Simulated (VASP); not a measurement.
Write the native input for VASP 6.6.1 that does the following.

* Task: single point
* Functional: PBE
* Dispersion: D4
* Potentials or basis: VASP PAW PBE potentials, release 64 (Ni, Mo_sv, Pd, Ir, W_sv)
* Cutoff: 520 eV
* k mesh: 8 × 8 × 2
* Occupations: fermi-dirac, width 0.05 eV
* Spin: collinear spin, ferromagnetic start
* Starting moments: [1.0, 1.0, 0.0, 0.6, 0.0] μB
* Dipole correction: no
* Further INCAR settings: ALGO = Normal; EDIFF = 1e-06; NBANDS = 40

The structure of NiMoIrPdW lies in POSCAR:

```
NiMoIrPdW
1.0
    2.7458836623      0.0000028657      0.0000000000
   -1.3729443129      2.3780035746      0.0000000000
    0.0000000000      0.0000000000     10.9556201925
Ni Mo Pd Ir W
1 1 1 1 1
Direct
    0.3333333333      0.6666666667      0.5967612834
    0.0000000000      0.0000000000      0.4102750544
    0.6666666667      0.3333333333      0.7950887069
    0.6666666667      0.3333333333      0.2005168357
    0.3333333333      0.6666666667      0.9973581197
```

These files were run (other wordings do the same):

INCAR

```
SYSTEM = NiMoIrPdW
PREC = Accurate ; ENCUT = 520
EDIFF = 1E-6 ; ISMEAR = -1
SIGMA = 0.05 ; LREAL = .FALSE.
LASPH = .TRUE. ; NELM = 150
ALGO = Normal ; ISIF = 2
LWAVE = .FALSE. ; LCHARG = .FALSE.
ISPIN = 2 ; MAGMOM = 1 1 0 0.6 0
LORBIT = 11 ; LMAXMIX = 4
GGA = PE ; IVDW = 13
NBANDS = 40
```

KPOINTS

```
Automatic mesh
0
G
  8 8 2
  0 0 0
```

Potentials or basis: VASP PAW PBE potentials, release 64 (Ni, Mo_sv, Pd, Ir, W_sv).

Command:

```bash
$ cat potpaw_PBE.64/Ni/POTCAR potpaw_PBE.64/Mo_sv/POTCAR potpaw_PBE.64/Pd/POTCAR potpaw_PBE.64/Ir/POTCAR potpaw_PBE.64/W_sv/POTCAR > POTCAR
$ mpirun -np 1 vasp_std > vasp.out
```

Results of the run:

```json
{
 "Pressure": "0.3 GPa",
 "Largest force": "0.027 eV/Å",
 "Net moment": "0.00 μB per cell",
 "Valence electrons inside the program's atomic spheres": "Ni 9.20; Mo 12.51; Pd 9.62; Ir 8.45; W 12.12",
 "Dispersion energy per atom": "-0.641 eV"
}
```

Caveat: pairwise dispersion overbinds metals, which lowers pressure and volume.

It took 5.8 min on 1 thread of AMD EPYC 7R43 64-Core Processor (Zen 3) (shared host), peak memory 0.24 GiB.
